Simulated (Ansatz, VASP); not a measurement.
One calculation of InSb, two programs

File INCAR:

```
ALGO = Normal
EDIFF = 1E-8
ENCUT = 520
GGA = PE
ISIF = 2
ISMEAR = -1
LASPH = True
LCHARG = False
LEFG = True
LREAL = False
LWAVE = False
NBANDS = 16
NELM = 100
PREC = Accurate
SIGMA = 0.03
```

KPOINTS

```
k-points
0
Gamma
  10 10 10
```

File POSCAR:

```
InSb
1.0
    0.0000000000      3.2282668087      3.2282668087
    3.2282668087      0.0000000000      3.2282668087
    3.2282668087      3.2282668087      0.0000000000
In Sb
1 1
Direct
    0.0000000000      0.0000000000      0.0000000000
    0.7500000000      0.7500000000      0.7500000000
```

Input for Ansatz:

```yaml
crystal:
  lattice:
    - [0.0, 3.2282668087, 3.2282668087]
    - [3.2282668087, 0.0, 3.2282668087]
    - [3.2282668087, 3.2282668087, 0.0]
  atoms:
    - { symbol: In, position: [0.0, 0.0, 0.0] }
    - { symbol: Sb, position: [0.75, 0.75, 0.75] }
kpoints:
  mp_grid: { grid: [10, 10, 10] }
scf:
  occupations: { method: fermi_dirac, width: 0.03 }
hamiltonian:
  xc: pbe
  pseudopotentials: { kind: paw }
output:
  forces: true
  stress: true
  eigenvalues: true
  efg: { contact_densities: true }
```

Change from the starting cell: volume scaled by 0.99, PAW files.

Alike in both runs: task electric field gradients; functional PBE; k mesh 10 × 10 × 10; occupations fermi-dirac, width 0.03 eV; no spin polarisation.

```csv
,VASP,Ansatz
version,VASP 6.6.1,Ansatz 0.2.0
potentials or method,"VASP PAW PBE potentials, release 64 (In_d, Sb)","PAW with Ansatz's default frozen-core files, scalar-relativistic"
plane-wave cutoff (eV),520,420
valence electrons in the cell,18,28
```

|  | VASP | Ansatz | Ansatz less VASP |
| --- | --- | --- | --- |
| pressure (GPa) | 3.7 | 3.7 | +0.02 |

VASP's potentials hold 18 valence electrons a cell and Ansatz's 28, so a difference there can come from the potentials and not from the codes.

Spin-orbit coupling is off throughout.
